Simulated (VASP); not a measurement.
C, 2 atoms in the cell. The cell holds a slab with vacuum, 2 atoms: a = 2.456 Å, b = 2.456 Å, c = 8.524 Å, α = 90.00°, β = 90.00°, γ = 120.00°. 

```yaml
Program: VASP 6.6.1
Task: relaxation of cell and atoms
Functional: PBEsol
Potentials_or_basis: VASP PAW PBE potentials, release 64 (C)
Cutoff: 600 eV
k_mesh: 27 × 27 × 8
Occupations: gaussian, width 0.1 eV
Spin: no spin polarisation
Dipole_correction: no
Further_INCAR_settings: ALGO = Normal; EDIFF = 1e-07; IBRION = 2; EDIFFG = -0.01; NSW = 100; ISIF = 3
```

Potentials or basis: VASP PAW PBE potentials, release 64 (C).

Command:

```console
$ cat potpaw_PBE.64/C/POTCAR > POTCAR
$ mpirun -np 1 vasp_std > vasp.out
```

Hardware: 1 thread of Intel(R) Xeon(R) Platinum 8488C (Sapphire Rapids), on a shared host.

Question: Estimate the wall time of this run.

Answer: It took 14 min on 1 thread of Intel(R) Xeon(R) Platinum 8488C (Sapphire Rapids) (shared host), peak memory 0.26 GiB. Counts: scf iterations 119, k points 375, ion steps 11.
